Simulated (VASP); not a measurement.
Hf:

```
Hf
1.0
    -1.80500    1.80500    1.80500
     1.80500   -1.80500    1.80500
     1.80500    1.80500   -1.80500
Hf
1
Cartesian
  0.0000 0.0000 0.0000
```

* Program: VASP 6.6.1
* Task: relaxation of cell and atoms
* Functional: PBE
* Dispersion: D4
* Potentials or basis: VASP PAW PBE potentials, release 64 (Hf_pv)
* Cutoff: 600 eV
* k mesh: 10 × 10 × 10
* Occupations: fermi-dirac, width 0.05 eV
* Spin: no spin polarisation

At the start: pressure -6.6 GPa; volume 23.52 Å³/atom.

How do energy, volume and symmetry change on relaxing?

Over 4 steps the energy falls by 35.0 meV/atom and the volume is 21.90 Å³/atom (-6.9 %); space group Im-3m (No. 229, to 0.05 Å).

The path:
| step | energy change (eV) | largest force (eV/Å) | pressure (GPa) | volume (Å³) |
| --- | --- | --- | --- | --- |
| 1 | 0.0000 | 0.0000 | -6.60 | 23.52 |
| 2 | 0.0038 | 0.0000 | 8.47 | 20.37 |
| 3 | -0.0350 | 0.0000 | -0.09 | 21.93 |
| 4 | -0.0350 | 0.0000 | 0.06 | 21.90 |

Final structure:
```yaml
crystal:
  lattice:
    - [-1.76253, 1.76253, 1.76253]
    - [1.76253, -1.76253, 1.76253]
    - [1.76253, 1.76253, -1.76253]
  atoms:
    - { symbol: Hf, position: [0.00000, 0.00000, 0.00000] }
```

Caveat: pairwise dispersion overbinds metals, which lowers pressure and volume.
